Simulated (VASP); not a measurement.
A run of VASP 6.6.1:

INCAR

```
PREC = Accurate
ENCUT = 500
EDIFF = 1E-6
ISMEAR = -1
SIGMA = 0.03
LREAL = False
LASPH = True
NELM = 120
ALGO = Normal
ISIF = 2
LWAVE = False
LCHARG = True
GGA = CA
LELF = True
LVHAR = True
NBANDS = 20
GGA_COMPAT = False
```

File KPOINTS:

```
Automatic mesh
0
Gamma
  13 13 13
```

File POSCAR:

```
TaRu
1.0
    3.1232600000      0.0000000000      0.0000000000
    0.0000000000      3.1232600000      0.0000000000
    0.0000000000      0.0000000000      3.1870000000
Ta Ru
1 1
Direct
    0.5000000000      0.5000000000      0.5000000000
    0.0000000000      0.0000000000      0.0000000000
```

Potentials or basis: VASP PAW LDA potentials, release 64 (Ta_pv, Ru_pv).

The run is started by

```bash
$ cat potpaw_LDA.64/Ta_pv/POTCAR potpaw_LDA.64/Ru_pv/POTCAR > POTCAR
$ mpirun -np 1 vasp_std > vasp.out
```

Hardware: 1 thread of Intel(R) Xeon(R) 6975P-C (Granite Rapids), on a shared host.

Question: How long does it take, and how much memory?

Answer: Run time: 23 s on 1 thread of Intel(R) Xeon(R) 6975P-C (Granite Rapids), with other jobs on the host, peak memory 0.22 GiB. Counts: scf iterations 12, k points 196.
